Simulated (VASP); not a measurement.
# Ga (Cmce) in VASP: further runs, part 2 of 2

VASP 6.6.1.

### Step 3. Single point, PBEsol (volume scaled by 1.03, then relaxed in part)

Contents of INCAR:

```
SYSTEM = Ga
ALGO = Fast
EDIFF = 1E-7
ENCUT = 520
GGA = PS
ISIF = 2
ISMEAR = 0
LASPH = .TRUE.
LCHARG = .FALSE.
LREAL = .FALSE.
LWAVE = .FALSE.
NBANDS = 34
NELM = 100
PREC = Accurate
SIGMA = 0.1
```

Contents of KPOINTS:

```
k-points
0
G
  12 12 10
  0 0 0
```

Contents of POSCAR:

```
Ga
1.0
    2.2591554763     -3.8278060252      0.0000000000
    2.2591554763      3.8278060252      0.0000000000
    0.0000000000      0.0000000000      4.5410806944
Ga
4
Direct
    0.8437035704      0.1562964296      0.0832752308
    0.6562964296      0.3437035704      0.5832752308
    0.1562964296      0.8437035704      0.9167247692
    0.3437035704      0.6562964296      0.4167247692
```

Potentials or basis: VASP PAW PBE potentials, release 64 (Ga_d).

Run with:

```
> cat potpaw_PBE.64/Ga_d/POTCAR > POTCAR
> mpirun -np 1 vasp_std > vasp.out
```

OUTCAR:

```text
SYSTEM = Ga
   EDIFF = 1E-7
   ENCUT = 520
   GGA = PS
   ISIF = 2
   ISMEAR = 0
   LASPH = .TRUE.
   LREAL = .FALSE.
   NELM = 100
   PREC = Accurate

 ion  position               nearest neighbor table
   1  0.844  0.156  0.083-   3 2.51   2 2.69   2 2.69   4 2.72   4 2.72   3 2.78   3 2.78
   2  0.656  0.344  0.583-   4 2.51   1 2.69   1 2.69   3 2.72   3 2.72   4 2.78   4 2.78
   3  0.156  0.844  0.917-   1 2.51   4 2.69   4 2.69   2 2.72   2 2.72   1 2.78   1 2.78
   4  0.344  0.656  0.417-   2 2.51   3 2.69   3 2.69   1 2.72   1 2.72   2 2.78   2 2.78

  LATTYP: Found a base centered orthorhombic cell.
 ALAT       =     4.5183109526
 B/A-ratio  =     1.6943526310
 C/A-ratio  =     1.0050394366

  Lattice vectors:

 A1 = (   2.2591554763,  -3.8278060252,   0.0000000000)
 A2 = (   2.2591554763,   3.8278060252,   0.0000000000)
 A3 = (   0.0000000000,   0.0000000000,   4.5410806944)

Analysis of symmetry for initial positions (statically):
=====================================================================
 Subroutine PRICEL returns:
[... 173 lines left out ...]
  ext. energy  EPLUGINS =         0.00000000
  ---------------------------------------------------
  free energy    TOTEN  =       -13.40271584 eV

  energy without entropy =      -13.39871183  energy(sigma->0) =      -13.40071384

 E-fermi :   4.8103     XC(G=0): -10.7904

 val. band max:        4.8011884213   @ k =  -0.3333   0.2500   0.3000
 cond. band min:       4.8359429913   @ k =   0.0833   0.0000   0.4000
 fundamental gap:      0.0347545701
 Fermi energy:         4.8103195226

 k-point     1 :       0.0000    0.0000    0.0000
  band No.  band energies     occupation
      1     -10.2378      2.00000
      2     -10.2279      2.00000
      3     -10.1949      2.00000
      4     -10.1799      2.00000
      5     -10.1620      2.00000
      6     -10.1386      2.00000
[... 877 lines left out ...]
     33      12.1074      0.00000
     34      13.0208      0.00000

 [... further k-points ...]
[... 5 lines left out ...]
  --------------------------------------------------------------------------------------
  -------------------------------------------------------------------------------------
  Total       -0.7718475     -0.7744812     -0.8088146      0.0000000      0.0000000      0.0000000
  in kB      -15.7455129    -15.7992406    -16.4996343      0.0000000      0.0000000      0.0000000
  external PRESSURE =     -16.0147959 kB  Pullay stress =       0.0000000 kB

 VOLUME and BASIS-vectors are now :
 -----------------------------------------------------------------------------
  energy-cutoff  :      520.00
  volume of cell :       78.54
      direct lattice vectors                 reciprocal lattice vectors
     2.259155476 -3.827806025  0.000000000     0.221321642 -0.130623129  0.000000000
     2.259155476  3.827806025  0.000000000     0.221321642  0.130623129  0.000000000
     0.000000000  0.000000000  4.541080694     0.000000000  0.000000000  0.220211898

 POSITION                                       TOTAL-FORCE (eV/Angst)
 -----------------------------------------------------------------------------------
      2.25916     -2.63126      0.37816         0.000000     -0.005549     -0.003690
      2.25916     -1.19654      2.64870         0.000000      0.005549     -0.003690
      2.25916      2.63126      4.16292         0.000000      0.005549      0.003690
      2.25916      1.19654      1.89238         0.000000     -0.005549      0.003690
 -----------------------------------------------------------------------------------
    total drift:                                0.000000      0.000000      0.000000

  FREE ENERGIE OF THE ION-ELECTRON SYSTEM (eV)
  ---------------------------------------------------
  free  energy   TOTEN  =       -13.4027158413 eV

  energy  without entropy=      -13.3987118302  energy(sigma->0) =      -13.40071384
```

stdout:

```text
POSCAR found type information on POSCAR Ga
 POSCAR found :  1 types and       4 ions
 scaLAPACK will be used
 -----------------------------------------------------------------------------
|                                                                             |
|                                                                             |
|     You enforced a specific xc type in the INCAR file but a different       |
|     I HOPE YOU KNOW WHAT YOU ARE DOING!                                     |
|                                                                             |
 -----------------------------------------------------------------------------

 LDA part: xc-table for (Slater+PW92), standard interpolation
 POSCAR, INCAR and KPOINTS ok, starting setup
 FFT: planning ... GRIDC
 FFT: planning ... GRID_SOFT
 FFT: planning ... GRID
 WAVECAR not read
 entering main loop
WARNING in EDDRMM: call to ZHEGV failed, returncode =   8  4     31
WARNING in EDDRMM: call to ZHEGV failed, returncode =   8  4     31
WARNING in EDDRMM: call to ZHEGV failed, returncode =   6  3     32
WARNING in EDDRMM: call to ZHEGV failed, returncode =   8  4     33
WARNING in EDDRMM: call to ZHEGV failed, returncode =   8  4     31
WARNING in EDDRMM: call to ZHEGV failed, returncode =   8  4     32
WARNING in EDDRMM: call to ZHEGV failed, returncode =   8  4     29
WARNING in EDDRMM: call to ZHEGV failed, returncode =   8  4     31
```

Run time: 17 min. Hardware: 1 thread of AMD EPYC 7R43 (Zen 3), shared host; peak memory 0.52 GiB.

What came out:

```
Free energy            : -13.4027 eV
Pressure               : -1.6 GPa
Largest force          : 0.007 eV/Å
Band gap on the k mesh : zero (band 26 reaches 5.29 eV, above the bottom of band 27 at 3.91 eV)
```

Forces on the atoms (eV/Å):
```
Ga   0.000 -0.006 -0.004
Ga   0.000  0.006 -0.004
Ga   0.000  0.006  0.004
Ga   0.000 -0.006  0.004
```

Levels at points of the mesh, in eV from the Fermi level:
```
           k point  band 22  band 23  band 24  band 25  band 26  band 27  band 28  band 29  band 30  band 31
(0.00, 0.00, 0.00)    -4.20    -3.71    -1.71    -1.68    -0.65     0.95     0.99     1.15     5.07     5.37
(0.50, 0.00, 0.00)    -8.53    -3.39    -3.39    -1.33    -1.33     0.74     0.74     4.16     4.16     5.34
(0.50, 0.50, 0.00)    -7.16    -4.10    -3.22    -1.75    -1.51     1.13     1.25     3.34     3.80     4.28
(0.00, 0.00, 0.50)    -9.15    -0.14    -0.14     0.04     0.04     0.14     0.14     2.09     2.09     3.96
(0.50, 0.00, 0.50)    -7.11    -6.21    -6.21    -1.46    -1.46     0.56     0.56     7.19     7.19     7.77
(0.50, 0.50, 0.50)    -7.52    -5.28    -5.28    -1.22    -1.22    -0.90    -0.90     6.64     6.64     7.90
```

Caveat: the cell differs from its parent crystal (volume scaled by 1.03, then relaxed in part); the PAW data sets were made with another functional, which shifts forces and pressure a little.

### Step 4. Relaxation of shape and atoms at fixed volume, PBEsol (volume scaled by 0.91)

Contents of INCAR:

```
ALGO     = Fast           # electronic algorithm
EDIFF    = 1E-7           # SCF threshold, eV
EDIFFG   = -0.01          # ionic threshold
ENCUT    = 600            # plane-wave cutoff, eV
GGA      = PS             # functional
IBRION   = 2              # ionic algorithm
ISIF     = 4              # what is computed and relaxed
ISMEAR   = 0              # smearing method
LASPH    = T              # aspherical terms in the spheres
LCHARG   = F              # write CHGCAR
LREAL    = F              # projectors in reciprocal space
LWAVE    = F              # write WAVECAR
NELM     = 80             # most SCF steps
NSW      = 50             # ionic steps
PREC     = Accurate       # precision mode
SIGMA    = 0.1            # smearing width, eV
```

Contents of KPOINTS:

```
k-points
0
Gamma
  12 12 10
```

Contents of POSCAR:

```
Ga
1.0
    2.1624069363     -3.6900946879      0.0000000000
    2.1624069363      3.6900946879      0.0000000000
    0.0000000000      0.0000000000      4.3479495163
Ga
4
Direct
    0.8444722126      0.1555277874      0.0830363724
    0.6555277874      0.3444722126      0.5830363724
    0.1555277874      0.8444722126      0.9169636276
    0.3444722126      0.6555277874      0.4169636276
```

Run with:

```
> cat potpaw_PBE.64/Ga_d/POTCAR > POTCAR
> mpirun -np 1 vasp_std > vasp.out
```

Wall time 18 min (1 thread of Intel Xeon 6975P-C, shared host); peak memory 0.59 GiB.

The run converged. Its results:

```
Free energy                  : -13.2679 eV
Energy gained by relaxing    : 0.1 meV/atom
Ionic steps                  : 3
Pressure after relaxing      : 7.3 GPa
Largest force after relaxing : 0.004 eV/Å
Band gap on the k mesh       : zero (band 26 reaches 6.47 eV, above the bottom of band 27 at 5.13 eV)
```

Forces on the atoms (eV/Å):
```
Ga   0.000  0.003  0.004
Ga   0.000 -0.003  0.004
Ga   0.000 -0.003 -0.004
Ga   0.000  0.003 -0.004
```

Stress tensor (GPa, compression positive):
```
7.26 0.00 0.00
0.00 7.41 0.00
0.00 0.00 7.29
```

Step by step:
| step | energy change (eV) | largest force (eV/Å) | pressure (GPa) | volume (Å³) |
| --- | --- | --- | --- | --- |
| 1 | 0.0000 | 0.0309 | 7.35 | 69.39 |
| 2 | -0.0002 | 0.0095 | 7.33 | 69.39 |
| 3 | -0.0002 | 0.0044 | 7.32 | 69.39 |

Final structure:
```cif
data_structure
_symmetry_space_group_name_H-M 'P 1'
_symmetry_Int_Tables_number 1
_cell_length_a 4.2781
_cell_length_b 4.2781
_cell_length_c 4.3502
_cell_angle_alpha 90.000
_cell_angle_beta 90.000
_cell_angle_gamma 119.363
_cell_volume 69.39
loop_
_atom_site_label
_atom_site_type_symbol
_atom_site_fract_x
_atom_site_fract_y
_atom_site_fract_z
_atom_site_occupancy
Ga1 Ga 0.84478 0.15522 0.08310 1
Ga2 Ga 0.65522 0.34478 0.58310 1
Ga3 Ga 0.15522 0.84478 0.91690 1
Ga4 Ga 0.34478 0.65522 0.41690 1
```

Levels at points of the mesh, in eV from the Fermi level:
| k point | band 23 | band 24 | band 25 | band 26 | band 27 | band 28 | band 29 | band 30 |
| --- | --- | --- | --- | --- | --- | --- | --- | --- |
| (0.00, 0.00, 0.00) | -4.02 | -1.94 | -1.36 | -0.96 | 0.94 | 1.03 | 1.12 | 5.81 |
| (0.50, 0.00, 0.00) | -3.54 | -3.54 | -1.56 | -1.56 | 0.81 | 0.81 | 4.61 | 4.61 |
| (0.50, 0.50, 0.00) | -3.95 | -3.70 | -1.75 | -1.65 | 1.07 | 1.12 | 3.97 | 4.11 |
| (0.00, 0.00, 0.50) | -0.04 | -0.04 | 0.06 | 0.06 | 0.43 | 0.43 | 2.24 | 2.24 |
| (0.50, 0.00, 0.50) | -6.75 | -6.75 | -1.78 | -1.78 | 0.59 | 0.59 | 8.03 | 8.03 |
| (0.50, 0.50, 0.50) | -5.75 | -5.75 | -1.46 | -1.46 | -0.86 | -0.86 | 7.43 | 7.43 |

Caveat: the cell differs from its parent crystal (volume scaled by 0.91); the PAW data sets were made with another functional, which shifts forces and pressure a little.

### Step 5. Summary

| task | cell | cutoff (eV) | gap on the mesh (eV) | pressure (GPa) | largest force (eV/Å) |
| --- | --- | --- | --- | --- | --- |
| single point | a = 4.406, b = 4.406, c = 4.492 Å, angles 90.0, 90.0, 119.0°, 4 atoms | 520 | none | 0.0 | 0.01 |
| single point | a = 4.445, b = 4.445, c = 4.541 Å, angles 90.0, 90.0, 118.9°, 4 atoms | 520 | none | -1.6 | 0.01 |
| relaxation of shape and atoms at fixed volume | relaxed from a = 4.277, b = 4.277, c = 4.348 Å, angles 90.0, 90.0, 119.3°, 4 atoms | 600 | none | 7.3 | - |

Alike in all rows: level PBEsol; potentials or basis VASP PAW PBE potentials, release 64 (Ga_d); no spin polarisation; k mesh 12 × 12 × 10; smearing gaussian 0.1 eV.

Caveats: the PAW data sets were made with another functional, which shifts forces and pressure a little.

Total energies depend on the potentials used, so only differences within one code and one set of settings carry meaning.
